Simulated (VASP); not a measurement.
## PIr2: single point with LDA

Crystal: PIr2.

```
CELL_PARAMETERS angstrom
0.00000 2.79517 2.76750
2.79517 0.00000 2.76750
2.79517 2.79517 0.00000
ATOMIC_POSITIONS crystal
P 0.00000 0.00000 0.00000
Ir 0.25000 0.25000 0.25000
Ir 0.75000 0.75000 0.75000
```

This cell differs from its parent crystal: equal xx and yy strain of +1 %.

```yaml
Program: VASP 6.6.1
Task: single point
Functional: LDA
Potentials_or_basis: VASP PAW LDA potentials, release 64 (P, Ir)
Cutoff: 520 eV
k_mesh: 11 × 11 × 11
Occupations: fermi-dirac, width 0.05 eV
Spin: no spin polarisation
```

```
Pressure : -8.6 GPa
```

Stress tensor (GPa, compression positive):
```
-10.17   0.00   0.00
  0.00 -10.17   0.00
  0.00   0.00  -5.57
```

Levels at points of the mesh, in eV from the Fermi level:
```tsv
k point	band 9	band 10	band 11	band 12	band 13	band 14	band 15	band 16
(0.00, 0.00, 0.00)	-0.56	0.30	1.42	1.54	4.20	4.20	4.37	4.90
```

Run time: 40 s on 1 thread of Intel(R) Xeon(R) 6975P-C (Granite Rapids) (shared host), peak memory 0.22 GiB.

Caveat: the cell differs from its parent crystal (equal xx and yy strain of +1 %); spin-orbit coupling is left out, which moves the levels of the heavy elements.
